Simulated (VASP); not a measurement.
CO2:

```
O C
1.0
    -1.97473    1.97473    3.01406
     1.97473   -1.97473    3.01406
     1.97473    1.97473   -3.01406
O C
4 2
Direct
  0.87500 0.95980 0.58480
  0.37500 0.29020 0.41520
  0.04020 0.62500 0.91520
  0.70980 0.12500 0.08480
  0.00000 0.00000 0.00000
  0.75000 0.25000 0.50000
```

```yaml
Program: VASP 6.6.1
Task: relaxation of cell and atoms
Functional: revPBE
Potentials_or_basis: VASP PAW PBE potentials, release 64 (O, C)
Cutoff: 600 eV
k_mesh: 9 × 9 × 9
Occupations: fermi-dirac, width 0.05 eV
Spin: no spin polarisation
```

At the start: pressure 4.5 GPa; volume 7.84 Å³/atom.

**Question.** How do energy, volume and symmetry change on relaxing?

**Answer.** Over 7 steps the energy falls by 2.6 meV/atom and the volume is 8.03 Å³/atom (+2.5 %); space group I-42d (No. 122, to 0.05 Å).

Step by step:
```tsv
step	energy change (eV)	largest force (eV/Å)	pressure (GPa)	volume (Å³)
1	0.0000	0.1710	4.54	47.01
2	0.0061	0.4459	-4.67	48.54
3	-0.0109	0.1102	0.28	47.68
4	-0.0130	0.0719	0.13	47.85
5	-0.0150	0.0116	-0.17	48.23
6	-0.0155	0.0103	0.01	48.20
7	-0.0157	0.0093	0.15	48.17
```

Final structure:
```
CELL_PARAMETERS angstrom
-2.00080 2.00080 3.00845
2.00080 -2.00080 3.00845
2.00080 2.00080 -3.00845
ATOMIC_POSITIONS crystal
O 0.87500 0.96252 0.58752
O 0.37500 0.28748 0.41248
O 0.03748 0.62500 0.91248
O 0.71252 0.12500 0.08752
C 0.00000 0.00000 0.00000
C 0.75000 0.25000 0.50000
```

Caveat: the PAW data sets were made with another functional, which shifts forces and pressure a little.
